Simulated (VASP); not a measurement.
**Mn: single point with r2SCAN**

Crystal: Mn.

```
Mn
1.0
     0.00000    1.89612    1.89612
     1.89612    0.00000    1.89612
     1.89612    1.89612    0.00000
Mn
1
Direct
  0.00000 0.00000 0.00000
```

This isn't the form of Mn at room conditions, which is a 58-atom cubic cell.

```yaml
Program: VASP 6.6.1
Task: single point
Functional: r2SCAN
Potentials_or_basis: VASP PAW PBE potentials, release 64 (Mn_pv)
Cutoff: 520 eV
k_mesh: 15 × 15 × 15
Occupations: fermi-dirac, width 0.05 eV
Spin: collinear spin, ferromagnetic start
Starting_moments: "[3.802] μB"
Dipole_correction: no
Further_INCAR_settings: ALGO = Normal; EDIFF = 1e-06; NBANDS = 16
```

| Item | Value |
| --- | --- |
| Pressure | 13.9 GPa |
| Net moment | 3.64 μB per cell |
| Site moments | Mn +3.58 μB |
| Valence electrons inside the program's atomic spheres | Mn 11.67 |

Levels at points of the mesh, in eV from the Fermi level:
Spin up:
```tsv
k point	band 6	band 7	band 8	band 9	band 10	band 11
(0.00, 0.00, 0.00)	-2.55	-2.55	-1.48	-1.48	19.51	23.83
```
Spin down:
| k point | band 3 | band 4 | band 5 | band 6 | band 7 | band 8 |
| --- | --- | --- | --- | --- | --- | --- |
| (0.00, 0.00, 0.00) | -46.20 | -8.15 | 1.87 | 1.87 | 1.87 | 3.61 |

Run time: 120 s on 1 thread of Intel(R) Xeon(R) 6975P-C (Granite Rapids) (shared host), peak memory 0.16 GiB.

Caveat: the cell stands under pressure; the PAW data sets were made with another functional, which shifts forces and pressure a little.
